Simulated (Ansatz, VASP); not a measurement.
# One calculation of LiCl, two programs

File INCAR:

```
ALGO     = Normal         # electronic algorithm
EDIFF    = 1E-6           # SCF threshold, eV
ENCUT    = 520            # plane-wave cutoff, eV
GGA      = PE             # functional
ISIF     = 2              # what is computed and relaxed
ISMEAR   = 0              # smearing method
LASPH    = T              # aspherical terms in the spheres
LCHARG   = F              # write CHGCAR
LREAL    = F              # projectors in reciprocal space
LWAVE    = F              # write WAVECAR
NBANDS   = 12             # bands
NELM     = 100            # most SCF steps
PREC     = Accurate       # precision mode
SIGMA    = 0.05           # smearing width, eV
```

File KPOINTS:

```
k-points
0
Gamma
  8 8 8
```

File POSCAR:

```
LiCl
1.0
    0.0000000000      2.7699408000      2.7699408000
    2.7699408000      0.0000000000      2.7699408000
    2.7699408000      2.7699408000      0.0000000000
Li Cl
1 1
Direct
    0.0000000000      0.0000000000      0.0000000000
    0.5000000000      0.5000000000      0.5000000000
```

Input for Ansatz:

```yaml
crystal:
  lattice:
    - [0.0, 2.7699408, 2.7699408]
    - [2.7699408, 0.0, 2.7699408]
    - [2.7699408, 2.7699408, 0.0]
  atoms:
    - { symbol: Li, position: [0.0, 0.0, 0.0] }
    - { symbol: Cl, position: [0.5, 0.5, 0.5] }
basis:
  ecutwfc: 420
kpoints:
  mp_grid: { grid: [8, 8, 8] }
hamiltonian:
  xc: pbe
scf:
  occupations: { method: gaussian, width: 0.05 }
output:
  forces: true
  stress: true
  eigenvalues: true
```

Change from the starting cell: strain +0.080 along x and y, +0.080 along z, atoms carried along.

Alike in both runs: task single point; functional PBE; k mesh 8 × 8 × 8; occupations gaussian, width 0.05 eV; no spin polarisation.

|  | VASP | Ansatz |
| --- | --- | --- |
| version | VASP 6.6.1 | Ansatz 0.2.0 |
| potentials or method | VASP PAW PBE potentials, release 64 (Li_sv, Cl), cutoff 520 eV | scalar-relativistic, plane waves, PAW |
| valence electrons in the cell | 10 | 10 |

```csv
,VASP,Ansatz,Ansatz less VASP
gap on the k mesh at the Fermi level (eV),5.22,5.21,-0.010
least direct gap on the mesh (eV),5.22,5.21,-0.010
```

With one functional, cell and mesh, what is left measures potentials, basis and numerics.

Noted on VASP's run: the cutoff is under 1.25 times that of the potentials, so the pressure is a little rough.
